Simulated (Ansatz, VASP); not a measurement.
## Two plane-wave programs on AlN

File INCAR:

```
SYSTEM = AlN
PREC = Accurate ; ENCUT = 520
EDIFF = 1E-6 ; ISMEAR = 0
SIGMA = 0.05 ; LREAL = .False.
LASPH = .True. ; NELM = 80
ALGO = Normal ; ISIF = 2
LWAVE = .False. ; LCHARG = .False.
NBANDS = 16
```

File KPOINTS:

```
regular mesh
0
Gamma
  9 9 6
  0 0 0
```

File POSCAR:

```
AlN
1.0
    3.3030490248      0.0000000000      0.0000000000
   -1.6515245124      2.8605243654      0.0000000000
    0.0000000000      0.0000000000      4.1347231278
Al N
2 2
Direct
    0.3333333333      0.6666666667      0.7554689695
    0.6666666667      0.3333333333      0.2554689695
    0.3333333333      0.6666666667      0.2394651809
    0.6666666667      0.3333333333      0.7394651809
```

Input for Ansatz:

```yaml
crystal:
  lattice:
    - [3.3030490248, 0.0, 0.0]
    - [-1.6515245124, 2.8605243654, 0.0]
    - [0.0, 0.0, 4.1347231278]
  atoms:
    - { symbol: Al, position: [0.3333333333, 0.6666666667, 0.7554689695] }
    - { symbol: Al, position: [0.6666666667, 0.3333333333, 0.2554689695] }
    - { symbol: "N", position: [0.3333333333, 0.6666666667, 0.2394651809] }
    - { symbol: "N", position: [0.6666666667, 0.3333333333, 0.7394651809] }
basis:
  ecutwfc: 520.0
kpoints:
  mp_grid: { grid: [9, 9, 6] }
hamiltonian:
  xc: lda
  pseudopotentials: { kind: paw, azcp: { folder: soft_1 } }
scf:
  occupations: { method: gaussian, width: 0.05 }
output:
  forces: true
  stress: true
  eigenvalues: true
  write_density: true
  write_potential: true
  elf: true
  volumetric_format: npy
```

Change from the starting cell: mode 4 frozen in at -0.043 Å, equal normal strain along x, y and z +0.0083.

Alike in both runs: task single point; functional LDA; k mesh 9 × 9 × 6; occupations gaussian, width 0.05 eV; no spin polarisation.

```csv
,VASP,Ansatz
version,VASP 6.6.1,Ansatz 0.2.0
potentials or method,"VASP PAW LDA potentials, release 64 (Al, N), cutoff 520 eV","scalar-relativistic, plane waves, PAW"
valence electrons in the cell,16,16
```

Ansatz gave:

* gap on the k mesh at the Fermi level (eV): 3.46
* least direct gap on the mesh (eV): 3.46
* pressure (GPa): -5.0
* traceless stress, the component that is largest in VASP (GPa): 1.94
* rms of the force components (eV/Å): 0.091

Problem. What did VASP give for the same quantities?

Solution. gap on the k mesh at the Fermi level (eV): 3.47; least direct gap on the mesh (eV): 3.47; pressure (GPa): -4.4; traceless stress, the component that is largest in VASP (GPa): 1.82; rms of the force components (eV/Å): 0.096.

Ansatz warns that its potentials were made for another functional, while VASP's fit it. LDA's correlation is that of Perdew and Zunger in VASP and of Perdew and Wang (1992) in Ansatz. Atom by atom the forces differ by 0.006 eV/Å (rms over components).
